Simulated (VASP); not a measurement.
# C (P6_522) in VASP: notebook

C is run at these levels: PBE; tasks: single point, relaxation of cell and atoms.

Program: VASP 6.6.1. These are calculated values, not measurements. Logs are shortened: lines on timing, memory, paths and dates and some standing lists are left out, and cuts for length are marked.

## Step 1: The cell of the first run

The structure is hexagonal, space group P6_522 (No. 179). The conventional cell has a = 4.919 Å, b = 4.919 Å, c = 3.437 Å, α = 90.00°, β = 90.00°, γ = 120.00°. Within 2.0 Å of C (site symmetry 2) lie 4 C at 1.53 to 1.55 Å. Within 2.1 Å of C (site symmetry 2) lie 4 C at 1.55 to 1.60 Å.

## Step 2: Single point, PBE

Contents of INCAR:

```
PREC = Accurate ; ENCUT = 520
EDIFF = 1E-7 ; ISMEAR = 0
SIGMA = 0.1 ; LREAL = False
LASPH = True ; NELM = 60
ALGO = Normal ; ISIF = 2
LWAVE = False ; LCHARG = False
GGA = PE ; NBANDS = 36
```

Contents of KPOINTS:

```
regular mesh
0
Gamma
  6 6 6
```

Contents of POSCAR:

```
C
1.0
    4.9191253988      0.0000000000      0.0000000000
   -2.4595626994      4.2600875598      0.0000000000
    0.0000000000      0.0000000000      3.4369037563
C
12
Direct
    0.2893237508      0.0000000000      0.0000000000
    0.0000000000      0.2893237508      0.6666666667
    0.7106762492      0.7106762492      0.3333333333
    0.7106762492      0.0000000000      0.5000000000
    0.0000000000      0.7106762492      0.1666666667
    0.2893237508      0.2893237508      0.8333333333
    0.4088063401      0.8176126801      0.7500000000
    0.1823873199      0.5911936599      0.4166666667
    0.4088063401      0.5911936599      0.0833333333
    0.5911936599      0.1823873199      0.2500000000
    0.8176126801      0.4088063401      0.9166666667
    0.5911936599      0.4088063401      0.5833333333
```

Potentials or basis: VASP PAW PBE potentials, release 64 (C).

Started as:

```bash
> cat potpaw_PBE.64/C/POTCAR > POTCAR
> mpirun -np 1 vasp_std > vasp.out
```

OUTCAR:

```text
PREC = Accurate
   ENCUT = 520
   EDIFF = 1E-7
   ISMEAR = 0
   LREAL = False
   LASPH = True
   NELM = 60
   ISIF = 2
   GGA = PE

 ion  position               nearest neighbor table
   1  0.289  0.000  0.000-   5 1.53   6 1.53  10 1.55   7 1.55
   2  0.000  0.289  0.667-   6 1.53   4 1.53   8 1.55  11 1.55
   3  0.711  0.711  0.333-   5 1.53   4 1.53   9 1.55  12 1.55
   4  0.711  0.000  0.500-   2 1.53   3 1.53   7 1.55  10 1.55
   5  0.000  0.711  0.167-   3 1.53   1 1.53  11 1.55   8 1.55
   6  0.289  0.289  0.833-   2 1.53   1 1.53  12 1.55   9 1.55
   7  0.409  0.818  0.750-   4 1.55   1 1.55   8 1.60   9 1.60
   8  0.182  0.591  0.417-   2 1.55   5 1.55   7 1.60   9 1.60
   9  0.409  0.591  0.083-   3 1.55   6 1.55   7 1.60   8 1.60
  10  0.591  0.182  0.250-   1 1.55   4 1.55  11 1.60  12 1.60
  11  0.818  0.409  0.917-   5 1.55   2 1.55  10 1.60  12 1.60
  12  0.591  0.409  0.583-   6 1.55   3 1.55  10 1.60  11 1.60

  LATTYP: Found a hexagonal cell.
 ALAT       =     4.9191253988
 C/A-ratio  =     0.6986818749

  Lattice vectors:

 A1 = (   4.9191253988,   0.0000000000,   0.0000000000)
 A2 = (  -2.4595626994,   4.2600875598,   0.0000000000)
 A3 = (   0.0000000000,   0.0000000000,   3.4369037563)

Analysis of symmetry for initial positions (statically):
=====================================================================
 Subroutine PRICEL returns:
 Original cell was already a primitive cell.

 Routine SETGRP: Setting up the symmetry group for a
 hexagonal supercell.

 Subroutine GETGRP returns: Found 12 space group operations
 (whereof  2 operations were pure point group operations)
 out of a pool of 24 trial point group operations.

The static configuration has the point symmetry C_2 .
 The point group associated with its full space group is D_6 .

Analysis of symmetry for dynamics (positions and initial velocities):
=====================================================================
 Subroutine PRICEL returns:
 Original cell was already a primitive cell.

 Routine SETGRP: Setting up the symmetry group for a
 hexagonal supercell.

 Subroutine GETGRP returns: Found 12 space group operations
 (whereof  2 operations were pure point group operations)
 out of a pool of 24 trial point group operations.

The dynamic configuration has the point symmetry C_2 .
 The point group associated with its full space group is D_6 .

 Subroutine INISYM returns: Found 12 space group operations
 (whereof  2 operations are pure point group operations),
 and found     1 'primitive' translations

----------------------------------------------------------------------------------------

                                     Primitive cell

  volume of cell :      72.0234

  direct lattice vectors                    reciprocal lattice vectors
     4.919125399  0.000000000  0.000000000     0.203288170  0.117368480  0.000000000
    -2.459562699  4.260087560  0.000000000     0.000000000  0.234736959  0.000000000
     0.000000000  0.000000000  3.436903756     0.000000000  0.000000000  0.290959559

  length of vectors
     4.919125399  4.919125399  3.436903756     0.234736959  0.234736959  0.290959559

  position of ions in fractional coordinates (direct lattice)
     0.289323751  0.000000000  0.000000000
     0.000000000  0.289323751  0.666666667
     0.710676249  0.710676249  0.333333333
     0.710676249  0.000000000  0.500000000
     0.000000000  0.710676249  0.166666667
     0.289323751  0.289323751  0.833333333
     0.408806340  0.817612680  0.750000000
     0.182387320  0.591193660  0.416666667
     0.408806340  0.591193660  0.083333333
     0.591193660  0.182387320  0.250000000
     0.817612680  0.408806340  0.916666667
     0.591193660  0.408806340  0.583333333

  ion indices of the primitive-cell ions
   primitive index   ion index
                 1           1
                 2           2
                 3           3
                 4           4
                 5           5
                 6           6
                 7           7
                 8           8
                 9           9
                10          10
                11          11
                12          12

----------------------------------------------------------------------------------------

 KPOINTS: regular mesh

Automatic generation of k-mesh.
 Grid dimensions read from file:
 generate k-points for:    6    6    6

 Generating k-lattice:

  Cartesian coordinates                     Fractional coordinates (reciprocal lattice)
     0.033881362  0.019561413  0.000000000     0.166666667  0.000000000  0.000000000
     0.000000000  0.039122827  0.000000000     0.000000000  0.166666667  0.000000000
     0.000000000  0.000000000  0.048493260     0.000000000  0.000000000  0.166666667

  Length of vectors
     0.039122827  0.039122827  0.048493260

  Shift w.r.t. Gamma in fractional coordinates (k-lattice)
     0.000000000  0.000000000  0.000000000

 Subroutine IBZKPT returns following result:
 ===========================================

 Found     28 irreducible k-points:

 Following reciprocal coordinates:
            Coordinates               Weight
  0.000000  0.000000  0.000000      1.000000
  0.166667 -0.000000  0.000000      6.000000
  0.333333 -0.000000  0.000000      6.000000
  0.500000 -0.000000  0.000000      3.000000
  0.166667  0.166667  0.000000      6.000000
  0.333333  0.166667  0.000000     12.000000
[... 16 lines left out ...]
  0.166667 -0.000000  0.500000      6.000000
  0.333333 -0.000000  0.500000      6.000000
 [... further k-points ...]
   k-points           NKPTS =     28   k-points in BZ     NKDIM =     28   number of bands    NBANDS=     36
   number of dos      NEDOS =    301   number of ions     NIONS =     12
   total plane-waves  NPLWV =  44800
   dimension x,y,z NGX =    40 NGY =   40 NGZ =   28
   dimension x,y,z NGXF=    80 NGYF=   80 NGZF=   56
   ions per type =              12
   NGX,Y,Z   is equivalent  to a cutoff of  13.52, 13.52, 13.54 a.u.
   NGXF,Y,Z  is equivalent  to a cutoff of  27.04, 27.04, 27.09 a.u.
 SYSTEM =  unknown system
   PREC   = accura    normal or accurate (medium, high low for compatibility)
   ISTART =      0    job   : 0-new  1-cont  2-samecut
   ICHARG =      2    charge: 1-file 2-atom 10-const
   ISPIN  =      1    spin polarized calculation?
   LNONCOLLINEAR =      F non collinear calculations
   LSORBIT =      F    spin-orbit coupling
   LASPH  =      T    aspherical Exc in radial PAW
   ENCUT  =  520.0 eV  38.22 Ry    6.18 a.u.   9.15  9.15  6.39*2*pi/ulx,y,z
   NELM   =     60;   NELMIN=  2; NELMDL= -5     # of ELM steps
   EDIFF  = 0.1E-06   stopping-criterion for ELM
   LREAL  =      F    real-space projection
   EDIFFG = 0.1E-05   stopping-criterion for IOM
   NSW    =      0    number of steps for IOM
   IBRION =     -1    ionic relax: 0-MD 1-quasi-New 2-CG
   NFREE  =      0    steps in history (QN), initial steepest desc. (CG)
   ISIF   =      2    stress and relaxation
   ISYM   =      2    0-nonsym 1-usesym 2-fastsym
   POTIM  = 0.5000    time-step for ionic-motion
   TEBEG  =    0.0;   TEEND  =   0.0 temperature during run
   PSTRESS=    0.0 pullay stress
   NELECT =      48.0000    total number of electrons
   NUPDOWN=      -1.0000    fix difference up-down
   EMIN   =  10.00;   EMAX   =-10.00  energy-range for DOS
   EFERMI =   0.00;   METHOD = LEGACY
   ISMEAR =     0;   SIGMA  =   0.10  broadening in eV -4-tet -1-fermi 0-gaus
   EFERMI_NEDOS =   21; number of points for ismear=-14 and -15
   IALGO  =     38    algorithm
   IMIX   =      4    mixing-type and parameters
     AMIX     =   0.40;   BMIX     =  1.00
     AMIX_MAG =   1.60;   BMIX_MAG =  1.00
  volume/ion in A,a.u.               =       6.00        40.50
  Fermi-wavevector in a.u.,A,eV,Ry     =   1.429982  2.702275 27.821863  2.044849
  Thomas-Fermi vector in A             =   2.549877
   LORBIT       =      0    0 simple, 1 ext, 2 COOP (PROOUT), +10 PAW based schemes
   GGA     = PE    functional components
   LHFCALC =     F    Hartree Fock is set to
   AEXX    =    0.0000 exact exchange contribution
   IVDW    =     0    specifies the selected vdW correction
   LEPSILON=     F    determine dielectric tensor
   LRPA    =     F    only Hartree local field effects (RPA)
 non-spin polarized calculation
 Gauss-broadening in eV      SIGMA  =   0.10
  energy-cutoff  :      520.00
  volume of cell :       72.02
 maximum number of plane-waves:      1962
 NGX is ok and might be reduce to    40
   NGX = 19   NGY = 19   NGZ = 13

 number of electron      48.0000001 magnetization

 Free energy of the ion-electron system (eV)
  ---------------------------------------------------
  ext. energy  EPLUGINS =         0.00000000
  ---------------------------------------------------
  free energy    TOTEN  =      -104.47014388 eV

  energy without entropy =     -104.47014388  energy(sigma->0) =     -104.47014388

 E-fermi :   8.3515     XC(G=0): -12.8408

 val. band max:        7.8960785728   @ k =   0.0000   0.0000   0.5000
 cond. band min:      12.2422280218   @ k =   0.3333   0.3333   0.0000
 fundamental gap:      4.3461494491
 Fermi energy:         8.3514650968

 k-point     1 :       0.0000    0.0000    0.0000
  band No.  band energies     occupation
      1     -12.5051      2.00000
      2      -7.2895      2.00000
      3      -6.4986      2.00000
      4      -6.4986      2.00000
      5      -6.2369      2.00000
      6      -6.2369      2.00000
[... 28 lines left out ...]
     35      17.7815      0.00000
     36      18.3482      0.00000

 k-point     2 :       0.1667   -0.0000    0.0000
  band No.  band energies     occupation
      1     -12.3438      2.00000
      2      -8.4198      2.00000
      3      -7.1232      2.00000
      4      -6.7010      2.00000
      5      -5.3647      2.00000
      6      -5.0309      2.00000
[... 28 lines left out ...]
     35      18.4704      0.00000
     36      18.8102      0.00000
[... 817 lines left out ...]
     35      18.3445      0.00000
     36      18.3445      0.00000

 k-point    24 :       0.3333   -0.0000    0.5000
  band No.  band energies     occupation
      1      -9.6199      2.00000
      2      -9.6199      2.00000
      3      -7.4938      2.00000
      4      -7.4938      2.00000
      5      -5.3907      2.00000
      6      -5.3907      2.00000
[... 28 lines left out ...]
     35      18.9338      0.00000
     36      18.9340      0.00000

 [... further k-points ...]
[... 5 lines left out ...]
  --------------------------------------------------------------------------------------
  -------------------------------------------------------------------------------------
  Total        0.3036243      0.3036243      0.2711516      0.0000000      0.0000000     -0.0000000
  in kB        6.7541911      6.7541911      6.0318291      0.0000000      0.0000000     -0.0000000
  external PRESSURE =       6.5134038 kB  Pullay stress =       0.0000000 kB

 VOLUME and BASIS-vectors are now :
 -----------------------------------------------------------------------------
  energy-cutoff  :      520.00
  volume of cell :       72.02
      direct lattice vectors                 reciprocal lattice vectors
     4.919125399  0.000000000  0.000000000     0.203288170  0.117368480  0.000000000
    -2.459562699  4.260087560  0.000000000     0.000000000  0.234736959  0.000000000
     0.000000000  0.000000000  3.436903756     0.000000000  0.000000000  0.290959559

 POSITION                                       TOTAL-FORCE (eV/Angst)
 -----------------------------------------------------------------------------------
      1.42322      0.00000      0.00000        -0.007806     -0.000000      0.000000
     -0.71161      1.23254      2.29127         0.003903     -0.006761      0.000000
      1.74795      3.02754      1.14563         0.003903      0.006761     -0.000000
      3.49591      0.00000      1.71845         0.007806     -0.000000      0.000000
     -1.74795      3.02754      0.57282        -0.003903      0.006761      0.000000
      0.71161      1.23254      2.86409        -0.003903     -0.006761     -0.000000
      0.00000      3.48310      2.57768        -0.000000      0.003277      0.000000
     -0.55689      2.51854      1.43204        -0.002838     -0.001638      0.000000
      0.55689      2.51854      0.28641         0.002838     -0.001638     -0.000000
      2.45956      0.77699      0.85923         0.000000     -0.003277      0.000000
      3.01645      1.74155      3.15050         0.002838      0.001638      0.000000
      1.90267      1.74155      2.00486        -0.002838      0.001638     -0.000000
 -----------------------------------------------------------------------------------
    total drift:                               -0.000000      0.000000      0.000000

  FREE ENERGIE OF THE ION-ELECTRON SYSTEM (eV)
  ---------------------------------------------------
  free  energy   TOTEN  =      -104.4701438752 eV

  energy  without entropy=     -104.4701438752  energy(sigma->0) =     -104.47014388
```

Wall time 75 s (1 thread of Intel Xeon 6975P-C, shared host); peak memory 0.21 GiB.

Results:

```yaml
Free_energy: -104.4701 eV
Pressure: 0.7 GPa
Largest_force: 0.008 eV/Å
Band_gap_on_the_k_mesh: 4.35 eV, indirect (least direct gap 4.75 eV)
```

Forces on the atoms (eV/Å):
```
C   -0.008  0.000  0.000
C    0.004 -0.007  0.000
C    0.004  0.007  0.000
C    0.008  0.000  0.000
C   -0.004  0.007  0.000
C   -0.004 -0.007  0.000
C    0.000  0.003  0.000
C   -0.003 -0.002  0.000
C    0.003 -0.002  0.000
C    0.000 -0.003  0.000
C    0.003  0.002  0.000
C   -0.003  0.002  0.000
```

Levels at points of the mesh, in eV from the valence-band top:
```tsv
k point	band 20	band 21	band 22	band 23	band 24	band 25	band 26	band 27	band 28	band 29
(0.00, 0.00, 0.00)	-2.99	-2.99	-1.51	-1.51	-1.04	5.34	5.99	5.99	6.50	7.11
(0.50, 0.00, 0.00)	-2.79	-2.44	-1.96	-1.22	-0.97	5.15	5.38	6.76	7.35	7.50
(0.00, 0.00, 0.50)	-1.72	-1.60	-1.60	0.00	0.00	5.58	5.58	8.06	8.06	9.54
(0.50, 0.00, 0.50)	-2.47	-1.80	-1.80	-0.77	-0.77	6.39	6.39	7.89	7.89	8.88
```

A k mesh can miss the band edges. Expect the measured gap to be larger: semilocal functionals such as PBE lack the derivative discontinuity.

## Step 3: Relaxation of cell and atoms, PBE

This run uses another cell than the first one, of 5.55 Å³/atom, 0.924 times its volume.

Contents of INCAR:

```
SYSTEM = C
ALGO = Normal
EDIFF = 1E-6
EDIFFG = -0.04
ENCUT = 600
GGA = PE
IBRION = 2
ISIF = 3
ISMEAR = 0
LASPH = .True.
LCHARG = .False.
LREAL = .False.
LWAVE = .False.
NELM = 60
NSW = 90
PREC = Accurate
SIGMA = 0.1
```

Contents of KPOINTS:

```
k-points
0
Gamma
  6 6 6
  0 0 0
```

Contents of POSCAR:

```
C
1.0
    4.8359043000      0.0000000000      0.0000000000
   -2.4179521500      4.1880159700      0.0000000000
    0.0000000000      0.0000000000      3.2861402800
C
12
Direct
    0.2898411700      0.0000000000      0.0000000000
    0.0000000000      0.2898411700      0.6666666700
    0.7101588300      0.7101588300      0.3333333300
    0.7101588300      0.0000000000      0.5000000000
    0.0000000000      0.7101588300      0.1666666700
    0.2898411700      0.2898411700      0.8333333300
    0.4082289600      0.8164579300      0.7500000000
    0.1835420700      0.5917710400      0.4166666700
    0.4082289600      0.5917710400      0.0833333300
    0.5917710400      0.1835420700      0.2500000000
    0.8164579300      0.4082289600      0.9166666700
    0.5917710400      0.4082289600      0.5833333300
```

Potentials or basis: VASP PAW PBE potentials, release 64 (C).

Started as:

```bash
> cat potpaw_PBE.64/C/POTCAR > POTCAR
> mpirun -np 1 vasp_std > vasp.out
```

It took 5.5 min on 1 thread of Intel Xeon 6975P-C, shared host; peak memory 0.22 GiB.

The run converged. Its results:

- Free energy: -104.4736 eV
- Relaxed volume: 6.01 Å³/atom
- Relaxed cell: a = 4.921 Å, b = 4.921 Å, c = 3.437 Å, α = 90.00°, β = 90.00°, γ = 120.00°
- Space group after relaxing (to 0.05 Å): P6_522 (No. 179)
- Energy gained by relaxing: 55.8 meV/atom
- Ionic steps: 8
- Pressure after relaxing: 0.0 GPa
- Largest force after relaxing: 0.018 eV/Å
- Band gap on the k mesh: 4.35 eV, indirect (least direct gap 4.75 eV)

Forces in eV/Å, atoms in the order of the input:
```
C   -0.018  0.000  0.000
C    0.009 -0.016  0.000
C    0.009  0.016  0.000
C    0.018  0.000  0.000
C   -0.009  0.016  0.000
C   -0.009 -0.016  0.000
C    0.000 -0.008  0.000
C    0.007  0.004  0.000
C   -0.007  0.004  0.000
C    0.000  0.008  0.000
C   -0.007 -0.004  0.000
C    0.007 -0.004  0.000
```

Stress tensor (GPa, compression positive):
```
-0.10  0.00  0.00
 0.00 -0.10  0.00
 0.00  0.00  0.19
```

Step by step:
```csv
step,energy change (eV),largest force (eV/Å),pressure (GPa),volume (Å³)
1,0.0000,0.6252,36.24,66.55
2,0.3010,1.4610,-33.15,79.36
3,-0.6275,0.4994,-0.66,71.98
4,-0.6278,0.4808,-0.03,71.87
5,-0.6487,0.4208,-1.10,72.41
6,-0.6668,0.1610,-0.72,72.20
7,-0.6684,0.1221,0.49,72.00
8,-0.6696,0.0182,0.00,72.08
```

Final structure:
```yaml
crystal:
  lattice:
    - [4.92085, 0.00000, 0.00000]
    - [-2.46043, 4.26158, 0.00000]
    - [0.00000, 0.00000, 3.43719]
  atoms:
    - { symbol: C, position: [0.28939, 0.00000, 0.00000] }
    - { symbol: C, position: [0.00000, 0.28939, 0.66667] }
    - { symbol: C, position: [0.71061, 0.71061, 0.33333] }
    - { symbol: C, position: [0.71061, 0.00000, 0.50000] }
    - { symbol: C, position: [0.00000, 0.71061, 0.16667] }
    - { symbol: C, position: [0.28939, 0.28939, 0.83333] }
    - { symbol: C, position: [0.40883, 0.81767, 0.75000] }
    - { symbol: C, position: [0.18233, 0.59117, 0.41667] }
    - { symbol: C, position: [0.40883, 0.59117, 0.08333] }
    - { symbol: C, position: [0.59117, 0.18233, 0.25000] }
    - { symbol: C, position: [0.81767, 0.40883, 0.91667] }
    - { symbol: C, position: [0.59117, 0.40883, 0.58333] }
```

Levels at points of the mesh, in eV from the valence-band top:
| k point | band 22 | band 23 | band 24 | band 25 | band 26 | band 27 |
| --- | --- | --- | --- | --- | --- | --- |
| (0.00, 0.00, 0.00) | -1.50 | -1.50 | -1.04 | 5.35 | 6.00 | 6.00 |
| (0.50, 0.00, 0.00) | -1.95 | -1.22 | -0.97 | 5.15 | 5.39 | 6.75 |
| (0.00, 0.00, 0.50) | -1.59 | 0.00 | 0.00 | 5.58 | 5.58 | 8.06 |
| (0.50, 0.00, 0.50) | -1.80 | -0.76 | -0.76 | 6.39 | 6.39 | 7.88 |
